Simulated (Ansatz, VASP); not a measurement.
Two plane-wave programs on SnTe

```
Sn Te
1.0
     0.00000    3.06176    3.06176
     3.06176    0.00000    3.06176
     3.06176    3.06176    0.00000
Sn Te
1 1
Cartesian
  0.0000 0.0000 0.0000
  3.0618 3.0618 3.0618
```

Change from the starting cell: hydrostatic strain -4.0%.

Alike in both runs: task single point; functional HSE06; k mesh 6 × 6 × 6; occupations fermi-dirac, width 0.02 eV; no spin polarisation.

|  | VASP | Ansatz |
| --- | --- | --- |
| version | VASP 6.6.1 | Ansatz 0.2.0 |
| potentials or method | VASP PAW PBE potentials, release 64 (Sn_d, Te) | plane waves, PAW |
| plane-wave cutoff (eV) | 520 | 420 |
| valence electrons in the cell | 20 | 30 |

Ansatz gave:

```
pressure (GPa) : 6.4
```

Problem. What did VASP give for the same quantities?

Solution. Pressure (GPa): 6.1.

VASP's potentials hold 20 valence electrons a cell and Ansatz's 30, so a difference there can come from the potentials and not from the codes. Ansatz's warnings: stress exchange threshold loose, stress scf threshold loose.

Neither program's run includes spin-orbit coupling.
